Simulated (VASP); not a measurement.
A run of VASP 6.6.1:

The input INCAR:

```
SYSTEM = Se
ALGO     = Normal         ! electronic algorithm
EDIFF    = 1E-6           ! SCF threshold, eV
ENCUT    = 500            ! plane-wave cutoff, eV
GGA      = PS             ! functional
GGA_COMPAT= .FALSE.      
ISIF     = 2              ! what is computed and relaxed
ISMEAR   = 0              ! smearing method
LASPH    = .TRUE.         ! aspherical terms in the spheres
LCHARG   = .TRUE.         ! write CHGCAR
LELF     = .TRUE.         ! ELF
LREAL    = .FALSE.        ! projectors in reciprocal space
LVHAR    = .TRUE.       
LWAVE    = .FALSE.        ! write WAVECAR
NBANDS   = 16             ! bands
NELM     = 120            ! most SCF steps
PREC     = Accurate       ! precision mode
SIGMA    = 0.02           ! smearing width, eV
```

Contents of KPOINTS:

```
k-points
0
G
  12 12 8
  0 0 0
```

The input POSCAR:

```
Se
1.0
    3.9904532051      0.0000000000      0.0000000000
   -1.9952266026      3.4558338483      0.0000000000
    0.0000000000      0.0000000000      5.2238937056
Se
3
Direct
    0.2489819535      0.0000005778      0.1666666347
    0.0000005778      0.2489819535      0.8333333653
    0.7510174687      0.7510174687      0.5000000000
```

Potentials or basis: VASP PAW PBE potentials, release 64 (Se).

Run with:

```bash
$ cat potpaw_PBE.64/Se/POTCAR > POTCAR
$ mpirun -np 1 vasp_std > vasp.out
```

Hardware: 1 thread of AMD EPYC 9R45 96-Core Processor (Zen 5), on a shared host.

Task: Estimate the wall time of this run.

Result: Wall time 48 s on 1 thread of AMD EPYC 9R45 96-Core Processor (Zen 5), with other jobs on the host, peak memory 0.22 GiB. Counts: scf iterations 11, k points 131.
